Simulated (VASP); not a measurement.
Runs of VASP 6.6.1 on RuBrF3. The structure is that of space group Pm-3m (No. 221), or close to it. The cells are those of the table. 

| task | cell | k mesh | cutoff (eV) | gap on the mesh (eV) | pressure (GPa) | moment (μB) |
| --- | --- | --- | --- | --- | --- | --- |
| single point | a = 4.101 Å, 5 atoms | 4 × 4 × 4 | 520 | none | (a) | 3.19 |
| relaxation of cell and atoms | relaxed from a = 4.101 Å, 5 atoms | 4 × 4 × 4 | 600 | none | 0.0 | 3.28 |
| single point | a = 4.191 Å, 5 atoms | 10 × 10 × 10 | 520 | none | 0.0 | 3.53 |
| single point | a = 4.177 Å, 5 atoms | 4 × 4 × 4 | 520 | none | 0.0 | 3.28 |

Alike in all rows: level PBE; potentials or basis VASP PAW PBE potentials, release 64 (Ru_pv, Br, F); spin collinear, ferromagnetic start; smearing gaussian 0.1 eV.

Problem. Estimate the missing entries.

Solution. (a) 5.9.

Caveats: some runs use coarse meshes.

A k mesh can miss the band edges, and the runs leave out spin-orbit coupling on Br, Ru.

A gap of «none» marks levels without a gap at the run's occupations.
